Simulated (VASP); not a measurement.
# YN (Fm-3m) in VASP: single point with HSE06

Aim: the single point of YN with HSE06.

Program: VASP 6.6.1. These are calculated values, not measurements. Logs are shortened: lines on timing, memory, paths and dates and some standing lists are left out, and cuts for length are marked.

## Step 1: The cell of the first run

It takes space group Fm-3m (No. 225, cubic). Conventional cell: a = 5.092 Å, b = 5.092 Å, c = 5.092 Å, α = 90.00°, β = 90.00°, γ = 90.00°. Within 3.4 Å of Y (site symmetry m-3m) lie 6 N at 2.55 Å. Within 3.4 Å of N (site symmetry m-3m) lie 6 Y at 2.55 Å.

## Step 2: Single point, HSE06 (strain +4.0%)

The input, POSCAR:

```
YN
1.0
    0.0000000000      2.5459700684      2.5459700684
    2.5459700684      0.0000000000      2.5459700684
    2.5459700684      2.5459700684      0.0000000000
Y N
1 1
Direct
    0.0000000000      0.0000000000      0.0000000000
    0.5000000000      0.5000000000      0.5000000000
```

The input, INCAR.step1:

```
ALGO = Normal ; EDIFF = 1E-5
ENCUT = 520 ; GGA = PE
GGA_COMPAT = False ; ISIF = 2
ISMEAR = 0 ; LASPH = True
LCHARG = False ; LREAL = False
LWAVE = True ; NBANDS = 15
NELM = 120 ; PREC = Accurate
SIGMA = 0.01
```

The input, INCAR.step2:

```
ALGO = Normal ; EDIFF = 1E-6
ENCUT = 520 ; GGA = PE
GGA_COMPAT = False ; HFSCREEN = 0.2079
ISIF = 2 ; ISMEAR = 0
ISTART = 1 ; LASPH = True
LCHARG = False ; LHFCALC = True
LREAL = False ; LWAVE = False
NBANDS = 15 ; NELM = 120
PREC = Accurate ; PRECFOCK = Normal
SIGMA = 0.01
```

The input, KPOINTS:

```
k-points
0
Gamma
  6 6 6
```

Potentials or basis: VASP PAW PBE potentials, release 64 (Y_sv, N).

On the command line:

```
$ cat potpaw_PBE.64/Y_sv/POTCAR potpaw_PBE.64/N/POTCAR > POTCAR
$ cp INCAR.step1 INCAR
$ mpirun -np 1 vasp_std > vasp.out
$ cp INCAR.step2 INCAR
$ mpirun -np 1 vasp_std > vasp.out
```

OUTCAR:

```text
EDIFF = 1E-6
   ENCUT = 520
   GGA = PE
   HFSCREEN = 0.2079
   ISIF = 2
   ISMEAR = 0
   ISTART = 1
   LASPH = True
   LHFCALC = True
   LREAL = False
   NELM = 120
   PREC = Accurate
   PRECFOCK = Normal

 ion  position               nearest neighbor table
   1  0.000  0.000  0.000-   2 2.55   2 2.55   2 2.55   2 2.55   2 2.55   2 2.55
   2  0.500  0.500  0.500-   1 2.55   1 2.55   1 2.55   1 2.55   1 2.55   1 2.55

  LATTYP: Found a face centered cubic cell.
 ALAT       =     5.0919401368

  Lattice vectors:

 A1 = (   0.0000000000,   2.5459700684,   2.5459700684)
 A2 = (   2.5459700684,   0.0000000000,   2.5459700684)
 A3 = (   2.5459700684,   2.5459700684,   0.0000000000)

Analysis of symmetry for initial positions (statically):
=====================================================================
 Subroutine PRICEL returns:
 Original cell was already a primitive cell.

 Routine SETGRP: Setting up the symmetry group for a
 face centered cubic supercell.

 Subroutine GETGRP returns: Found 48 space group operations
 (whereof 48 operations were pure point group operations)
 out of a pool of 48 trial point group operations.

The static configuration has the point symmetry O_h .

Analysis of symmetry for dynamics (positions and initial velocities):
=====================================================================
 Subroutine PRICEL returns:
 Original cell was already a primitive cell.

 Routine SETGRP: Setting up the symmetry group for a
 face centered cubic supercell.

 Subroutine GETGRP returns: Found 48 space group operations
 (whereof 48 operations were pure point group operations)
 out of a pool of 48 trial point group operations.

The dynamic configuration has the point symmetry O_h .

 Subroutine INISYM returns: Found 48 space group operations
 (whereof 48 operations are pure point group operations),
 and found     1 'primitive' translations

----------------------------------------------------------------------------------------

                                     Primitive cell

  volume of cell :      33.0058

  direct lattice vectors                    reciprocal lattice vectors
     0.000000000  2.545970068  2.545970068    -0.196388797  0.196388797  0.196388797
     2.545970068  0.000000000  2.545970068     0.196388797 -0.196388797  0.196388797
     2.545970068  2.545970068  0.000000000     0.196388797  0.196388797 -0.196388797

  length of vectors
     3.600545400  3.600545400  3.600545400     0.340155375  0.340155375  0.340155375

  position of ions in fractional coordinates (direct lattice)
     0.000000000  0.000000000  0.000000000
     0.500000000  0.500000000  0.500000000

  ion indices of the primitive-cell ions
   primitive index   ion index
                 1           1
                 2           2

----------------------------------------------------------------------------------------

 KPOINTS: k-points

Automatic generation of k-mesh.
 Grid dimensions read from file:
 generate k-points for:    6    6    6

 Generating k-lattice:

  Cartesian coordinates                     Fractional coordinates (reciprocal lattice)
    -0.032731466  0.032731466  0.032731466     0.166666667  0.000000000  0.000000000
     0.032731466 -0.032731466  0.032731466     0.000000000  0.166666667  0.000000000
     0.032731466  0.032731466 -0.032731466     0.000000000  0.000000000  0.166666667

  Length of vectors
     0.056692563  0.056692563  0.056692563

  Shift w.r.t. Gamma in fractional coordinates (k-lattice)
     0.000000000  0.000000000  0.000000000

 Subroutine IBZKPT returns following result:
 ===========================================

 Found     16 irreducible k-points:

 Following reciprocal coordinates:
            Coordinates               Weight
  0.000000  0.000000  0.000000      1.000000
  0.166667  0.000000  0.000000      8.000000
  0.333333  0.000000  0.000000      8.000000
  0.500000  0.000000  0.000000      4.000000
  0.166667  0.166667  0.000000      6.000000
  0.333333  0.166667  0.000000     24.000000
[... 8 lines left out ...]
 -0.333333  0.333333  0.166667     24.000000
 -0.333333  0.500000  0.166667     12.000000
   k-points           NKPTS =     16   k-points in BZ     NKDIM =    216   number of bands    NBANDS=     15
   number of dos      NEDOS =    301   number of ions     NIONS =      2
   total plane-waves  NPLWV =  21952
   dimension x,y,z NGX =    28 NGY =   28 NGZ =   28
   dimension x,y,z NGXF=    56 NGYF=   56 NGZF=   56
   ions per type =               1   1
   NGX,Y,Z   is equivalent  to a cutoff of  12.93, 12.93, 12.93 a.u.
   NGXF,Y,Z  is equivalent  to a cutoff of  25.86, 25.86, 25.86 a.u.
 SYSTEM =  unknown system
   PREC   = accura    normal or accurate (medium, high low for compatibility)
   ISTART =      1    job   : 0-new  1-cont  2-samecut
   ICHARG =      0    charge: 1-file 2-atom 10-const
   ISPIN  =      1    spin polarized calculation?
   LNONCOLLINEAR =      F non collinear calculations
   LSORBIT =      F    spin-orbit coupling
   LASPH  =      T    aspherical Exc in radial PAW
   ENCUT  =  520.0 eV  38.22 Ry    6.18 a.u.   6.69  6.69  6.69*2*pi/ulx,y,z
   NELM   =    120;   NELMIN=  2; NELMDL=  0     # of ELM steps
   EDIFF  = 0.1E-05   stopping-criterion for ELM
   LREAL  =      F    real-space projection
   EDIFFG = 0.1E-04   stopping-criterion for IOM
   NSW    =      0    number of steps for IOM
   IBRION =     -1    ionic relax: 0-MD 1-quasi-New 2-CG
   NFREE  =      0    steps in history (QN), initial steepest desc. (CG)
   ISIF   =      2    stress and relaxation
   ISYM   =      3    0-nonsym 1-usesym 2-fastsym
   POTIM  = 0.5000    time-step for ionic-motion
   TEBEG  =    0.0;   TEEND  =   0.0 temperature during run
   PSTRESS=    0.0 pullay stress
   NELECT =      16.0000    total number of electrons
   NUPDOWN=      -1.0000    fix difference up-down
   EMIN   =  10.00;   EMAX   =-10.00  energy-range for DOS
   EFERMI =   0.00;   METHOD = LEGACY
   ISMEAR =     0;   SIGMA  =   0.01  broadening in eV -4-tet -1-fermi 0-gaus
   EFERMI_NEDOS =   21; number of points for ismear=-14 and -15
   IALGO  =     38    algorithm
   IMIX   =      1    mixing-type and parameters
     AMIX     =   0.40;   BMIX     =  1.00
     AMIX_MAG =   1.60;   BMIX_MAG =  1.00
  volume/ion in A,a.u.               =      16.50       111.37
  Fermi-wavevector in a.u.,A,eV,Ry     =   1.286031  2.430247 22.502355  1.653876
  Thomas-Fermi vector in A             =   2.418130
   LORBIT       =      0    0 simple, 1 ext, 2 COOP (PROOUT), +10 PAW based schemes
   GGA     = PE    functional components
   LHFCALC =     T    Hartree Fock is set to
   PRECFOCK=normal    Normal, Fast or Accurate (Low or Medium for compatibility)
   ENCUT4O =  -1.0   cutoff for four orbital integrals eV
   NKREDX  =     1    reduce k-point grid by
   NKREDY  =     1    reduce k-point grid by
   NKREDZ  =     1    reduce k-point grid by
   AEXX    =    0.2500 exact exchange contribution
   HFSCREEN=    0.2079 screening length (either q_TF or 0.3 A-1)
   HFSCREENC=   0.2079 screening length for correlation (either q_TF or 0.3 A-1)
   ENCUTFOCK=  -1.0 apply spherical cutoff to Coloumb kernel
   IVDW    =     0    specifies the selected vdW correction
   LEPSILON=     F    determine dielectric tensor
   LRPA    =     F    only Hartree local field effects (RPA)
 non-spin polarized calculation
 Gauss-broadening in eV      SIGMA  =   0.01
  energy-cutoff  :      520.00
  volume of cell :       33.01
 maximum number of plane-waves:       911
  NGX = 24; NGY = 24; NGZ = 24

 number of electron      16.0000000 magnetization

 Free energy of the ion-electron system (eV)
  ---------------------------------------------------
  ext. energy  EPLUGINS =         0.00000000
  ---------------------------------------------------
  free energy    TOTEN  =       -21.04980282 eV

  energy without entropy =      -21.04980282  energy(sigma->0) =      -21.04980282

 E-fermi :   2.9564     XC(G=0):  -8.8073

 val. band max:        2.8736328465   @ k =   0.0000   0.0000   0.0000
 cond. band min:       4.1289190616   @ k =   0.5000   0.5000   0.0000
 fundamental gap:      1.2552862152
 Fermi energy:         2.9564283217

 k-point     1 :       0.0000    0.0000    0.0000
  band No.  band energies     occupation
      1     -41.2906      2.00000
      2     -19.6468      2.00000
      3     -19.6468      2.00000
      4     -19.6468      2.00000
      5     -11.1997      2.00000
      6       2.8736      2.00000
      7       2.8736      2.00000
      8       2.8736      2.00000
      9       6.9489      0.00000
     10       6.9489      0.00000
     11       6.9489      0.00000
     12       6.9996      0.00000
     13       8.6583      0.00000
     14       8.6583      0.00000
     15      14.4471      0.00000

 k-point     2 :       0.1667    0.0000    0.0000
  band No.  band energies     occupation
      1     -41.2725      2.00000
      2     -19.8624      2.00000
      3     -19.6610      2.00000
      4     -19.6610      2.00000
      5     -10.8351      2.00000
      6       1.4328      2.00000
      7       2.1565      2.00000
      8       2.1565      2.00000
      9       7.0371      0.00000
     10       7.5476      0.00000
     11       7.5476      0.00000
     12       8.5023      0.00000
     13       9.8129      0.00000
     14       9.8129      0.00000
     15      15.9134      0.00000

 k-point     3 :       0.3333    0.0000    0.0000
  band No.  band energies     occupation
      1     -41.2359      2.00000
      2     -20.2574      2.00000
      3     -19.6893      2.00000
      4     -19.6893      2.00000
      5     -10.1040      2.00000
      6      -0.4725      2.00000
      7       1.1447      2.00000
      8       1.1447      2.00000
      9       7.8614      0.00000
     10       8.9667      0.00000
     11       8.9667      0.00000
     12      10.3286      0.00000
     13      12.0133      0.00000
     14      12.0133      0.00000
     15      16.8311      0.00000

 k-point     4 :       0.5000    0.0000    0.0000
  band No.  band energies     occupation
      1     -41.2174      2.00000
      2     -20.4402      2.00000
      3     -19.7033      2.00000
      4     -19.7033      2.00000
      5      -9.7264      2.00000
      6      -1.2590      2.00000
      7       0.7455      2.00000
      8       0.7455      2.00000
      9       9.3465      0.00000
     10       9.8336      0.00000
     11       9.9541      0.00000
     12       9.9541      0.00000
     13      13.3790      0.00000
     14      13.3790      0.00000
     15      16.5497      0.00000
[... 163 lines left out ...]
 k-point    14 :       0.5000    0.3333    0.1667
  band No.  band energies     occupation
      1     -41.2119      2.00000
      2     -20.1980      2.00000
      3     -19.9043      2.00000
      4     -19.7755      2.00000
      5     -10.2330      2.00000
      6      -0.0587      2.00000
      7       1.1970      2.00000
      8       1.4876      2.00000
      9       6.5254      0.00000
     10       9.4652      0.00000
     11      10.2540      0.00000
     12      10.2579      0.00000
     13      11.9334      0.00000
     14      13.8655      0.00000
     15      15.9210      0.00000

 k-point    15 :      -0.3333    0.3333    0.1667
  band No.  band energies     occupation
      1     -41.1998      2.00000
      2     -20.2108      2.00000
      3     -19.9767      2.00000
      4     -19.8213      2.00000
      5     -10.1741      2.00000
      6       0.0607      2.00000
      7       1.0208      2.00000
      8       1.1522      2.00000
      9       7.8876      0.00000
     10       8.1021      0.00000
     11      10.7972      0.00000
     12      10.8774      0.00000
     13      12.4010      0.00000
     14      14.9839      0.00000
     15      15.3018      0.00000

 k-point    16 :      -0.3333    0.5000    0.1667
  band No.  band energies     occupation
      1     -41.1939      2.00000
      2     -20.1570      2.00000
      3     -19.9710      2.00000
      4     -19.9166      2.00000
      5     -10.4117      2.00000
      6       0.9506      2.00000
      7       1.0873      2.00000
      8       1.4243      2.00000
      9       6.1541      0.00000
     10       9.3146      0.00000
     11      10.4046      0.00000
     12      11.3158      0.00000
     13      11.7352      0.00000
     14      14.5508      0.00000
     15      15.1850      0.00000

------------------------ aborting loop because EDIFF is reached ----------------------------------------

  FORCE on cell =-STRESS in cart. coord.  units (eV):
  Direction    XX          YY          ZZ          XY          YZ          ZX
  --------------------------------------------------------------------------------------
  -------------------------------------------------------------------------------------
  Total       -3.4798674     -3.4798674     -3.4798674     -0.0000000      0.0000000      0.0000000
  in kB     -168.9209052   -168.9209052   -168.9209052     -0.0000000      0.0000000      0.0000000
  external PRESSURE =    -168.9209052 kB  Pullay stress =       0.0000000 kB

 VOLUME and BASIS-vectors are now :
 -----------------------------------------------------------------------------
  energy-cutoff  :      520.00
  volume of cell :       33.01
      direct lattice vectors                 reciprocal lattice vectors
     0.000000000  2.545970068  2.545970068    -0.196388797  0.196388797  0.196388797
     2.545970068  0.000000000  2.545970068     0.196388797 -0.196388797  0.196388797
     2.545970068  2.545970068  0.000000000     0.196388797  0.196388797 -0.196388797

 POSITION                                       TOTAL-FORCE (eV/Angst)
 -----------------------------------------------------------------------------------
      0.00000      0.00000      0.00000         0.000000     -0.000000      0.000000
      2.54597      2.54597      2.54597        -0.000000      0.000000     -0.000000
 -----------------------------------------------------------------------------------
    total drift:                               -0.000000     -0.000001     -0.000000

  FREE ENERGIE OF THE ION-ELECTRON SYSTEM (eV)
  ---------------------------------------------------
  free  energy   TOTEN  =       -21.0498028158 eV

  energy  without entropy=      -21.0498028158  energy(sigma->0) =      -21.04980282
```

It took 18 min on 1 thread of Intel Xeon 6975P-C (Granite Rapids), shared host; peak memory 0.28 GiB.

Results:

* Free energy: -21.0498 eV
* Pressure: -16.9 GPa
* Band gap on the k mesh: 1.26 eV (least direct gap 1.80 eV)

Caveat: the cell differs from its parent crystal (strain +4.0%); the cell stands under tension; the PAW data sets were made with another functional, which shifts forces and pressure a little. A k mesh can miss the band edges.
